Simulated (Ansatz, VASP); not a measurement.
**Two plane-wave programs on C**

Contents of INCAR:

```
SYSTEM = C
PREC     = Accurate       ! precision mode
ENCUT    = 520            ! plane-wave cutoff, eV
EDIFF    = 1E-7           ! SCF threshold, eV
ISMEAR   = -1             ! smearing method
SIGMA    = 0.15           ! smearing width, eV
LREAL    = .FALSE.        ! projectors in reciprocal space
LASPH    = .TRUE.         ! aspherical terms in the spheres
NELM     = 100            ! most SCF steps
ALGO     = Normal         ! electronic algorithm
ISIF     = 2              ! what is computed and relaxed
LWAVE    = .FALSE.        ! write WAVECAR
LCHARG   = .FALSE.        ! write CHGCAR
GGA      = PS             ! functional
NBANDS   = 11             ! bands
```

The input KPOINTS:

```
regular mesh
0
G
  16 16 10
  0 0 0
```

File POSCAR:

```
C
1.0
    2.1232260352     -1.2211913723      0.0000000000
    2.1314145848      1.2353735077      0.0000000000
   -1.3790696300     -0.0045968988      3.5028300800
C
2
Direct
    0.8333555300      0.8333555300      0.0000930400
    0.1666444700      0.1666444700      0.9999069600
```

Input for Ansatz:

```yaml
crystal:
  lattice:
    - [2.1232260352, -1.2211913723, 0.0]
    - [2.1314145848, 1.2353735077, 0.0]
    - [-1.37906963, -0.004596898766666668, 3.50283008]
  atoms:
    - { symbol: C, position: [0.83335553, 0.83335553, 9.304e-05] }
    - { symbol: C, position: [0.16664447, 0.16664447, 0.99990696] }
basis:
  ecutwfc: 450.0
kpoints:
  mp_grid:
    grid: [16, 16, 10]
hamiltonian:
  xc: pbesol
scf:
  occupations:
    method: fermi_dirac
    width: 0.15
output:
  stress: true
```

Alike in both runs: task single point; functional PBEsol; k mesh 16 × 16 × 10; occupations fermi-dirac, width 0.15 eV; no spin polarisation.

|  | VASP | Ansatz |
| --- | --- | --- |
| version | VASP 6.6.1 | Ansatz 0.2.0 |
| potentials or method | VASP PAW PBE potentials, release 64 (C), cutoff 520 eV | plane waves, PAW |
| valence electrons in the cell | 8 | 8 |

```csv
,VASP,Ansatz,Ansatz less VASP
pressure (GPa),1.6,0.9,-0.64
"traceless stress, the component that is largest in VASP (GPa)",-2.95,-2.94,+0.010
```

VASP's potentials were made for PBE, not for PBEsol.
